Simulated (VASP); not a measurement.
Input of a VASP 6.6.1 run:

File POSCAR:

```
InSb
1.0
    0.0000000000      3.2391000000      3.1743180000
    3.2391000000      0.0000000000      3.1743180000
    3.2391000000      3.2391000000      0.0000000000
In Sb
1 1
Direct
    0.0000000000      0.0000000000      0.0000000000
    0.7500000000      0.7500000000      0.7500000000
```

File INCAR.step1:

```
ALGO = Normal
EDIFF = 1E-4
ENCUT = 520
GGA = PE
ISMEAR = 0
LASPH = T
LCHARG = F
LREAL = F
LWAVE = T
NBANDS = 16
NELM = 100
PREC = Accurate
SIGMA = 0.03
```

File INCAR.step2:

```
ALGO = Normal
EDIFF = 1E-6
ENCUT = 520
ISIF = 2
ISMEAR = 0
ISTART = 1
LASPH = T
LCHARG = F
LMIXTAU = T
LREAL = F
LWAVE = F
METAGGA = R2SCAN
NBANDS = 16
NELM = 100
PREC = Accurate
SIGMA = 0.03
```

Contents of KPOINTS:

```
k-points
0
Gamma
  10 10 10
```

Potentials or basis: VASP PAW PBE potentials, release 64 (In_d, Sb).

The run is started by

```console
$ cat potpaw_PBE.64/In_d/POTCAR potpaw_PBE.64/Sb/POTCAR > POTCAR
$ cp INCAR.step1 INCAR
$ mpirun -np 1 vasp_std > vasp.out
$ cp INCAR.step2 INCAR
$ mpirun -np 1 vasp_std > vasp.out
```

Question: What does it give for the pressure?

Answer: 2.8 GPa.

Question: What does it give for the band gap on the k mesh?

Answer: 0.30 eV, direct.

Stress tensor (GPa, compression positive):
```
2.58 0.00 0.00
0.00 2.58 0.00
0.00 0.00 3.15
```

Caveat: the cell differs from its parent crystal (strain -0.0200 x Voigt [0, 0, 1, 0, 0, 0]); the PAW data sets were made with another functional, which shifts forces and pressure a little; spin-orbit coupling is left out, which moves the levels of the heavy elements.
